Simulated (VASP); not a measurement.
## TiTe3Se: single point with PBE

The system is TiTe3Se.

```
CELL_PARAMETERS angstrom
3.31399 1.91333 3.84326
-3.31399 1.91333 3.84326
0.00000 -3.82666 3.84326
ATOMIC_POSITIONS crystal
Ti 0.00000 0.00000 0.00000
Te 0.00000 0.00000 0.50000
Te 0.50000 0.00000 0.00000
Te 0.00000 0.50000 0.00000
Se 0.50000 0.50000 0.50000
```

```yaml
Program: VASP 6.6.1
Task: single point
Functional: PBE
Potentials_or_basis: VASP PAW PBE potentials, release 64 (Ti_sv, Te, Se)
Cutoff: 520 eV
k_mesh: 6 × 6 × 6
Occupations: gaussian, width 0.1 eV
Spin: collinear spin
Starting_moments: "[0.26, 0.0, 0.0, 0.0, 0.0] μB"
Dipole_correction: no
Further_INCAR_settings: ALGO = Normal; EDIFF = 1e-06; NBANDS = 30
```

```yaml
Pressure: -0.1 GPa
Band_gap_on_the_k_mesh: zero (filled and empty bands overlap)
Net_moment: -0.02 μB per cell
Valence_electrons_inside_the_program's_atomic_spheres: Ti 10.23; Te 3.33; Se 3.67
```

Levels at points of the mesh, in eV from the Fermi level:
Spin up:
| k point | band 15 | band 16 | band 17 | band 18 | band 19 | band 20 | band 21 | band 22 |
| --- | --- | --- | --- | --- | --- | --- | --- | --- |
| (0.00, 0.00, 0.00) | -0.81 | -0.38 | -0.13 | -0.13 | 0.19 | 0.19 | 0.69 | 0.86 |
| (0.50, 0.00, 0.00) | -1.67 | -1.62 | -1.36 | -1.18 | 0.06 | 0.20 | 0.94 | 1.00 |
| (0.50, 0.50, 0.00) | -2.17 | -2.10 | -1.39 | -0.10 | 0.82 | 1.02 | 1.14 | 1.25 |
| (0.50, 0.50, 0.50) | -0.25 | -0.11 | -0.11 | 1.07 | 1.15 | 1.21 | 1.21 | 2.44 |
Spin down:
| k point | band 14 | band 15 | band 16 | band 17 | band 18 | band 19 | band 20 | band 21 | band 22 | band 23 |
| --- | --- | --- | --- | --- | --- | --- | --- | --- | --- | --- |
| (0.00, 0.00, 0.00) | -1.94 | -0.81 | -0.39 | -0.16 | -0.16 | 0.19 | 0.19 | 0.69 | 0.85 | 0.85 |
| (0.50, 0.00, 0.00) | -2.13 | -1.67 | -1.62 | -1.36 | -1.18 | 0.04 | 0.19 | 0.93 | 0.99 | 1.34 |
| (0.50, 0.50, 0.00) | -2.46 | -2.17 | -2.10 | -1.40 | -0.10 | 0.81 | 1.00 | 1.12 | 1.25 | 1.34 |
| (0.50, 0.50, 0.50) | -3.01 | -0.25 | -0.12 | -0.12 | 1.05 | 1.15 | 1.20 | 1.20 | 2.43 | 2.43 |

Run time: 3.4 min on 1 thread of Intel(R) Xeon(R) Platinum 8375C CPU @ 2.90GHz (Ice Lake), on a shared host, peak memory 0.43 GiB.

Caveat: spin-orbit coupling is left out, which moves the levels of the heavy elements.
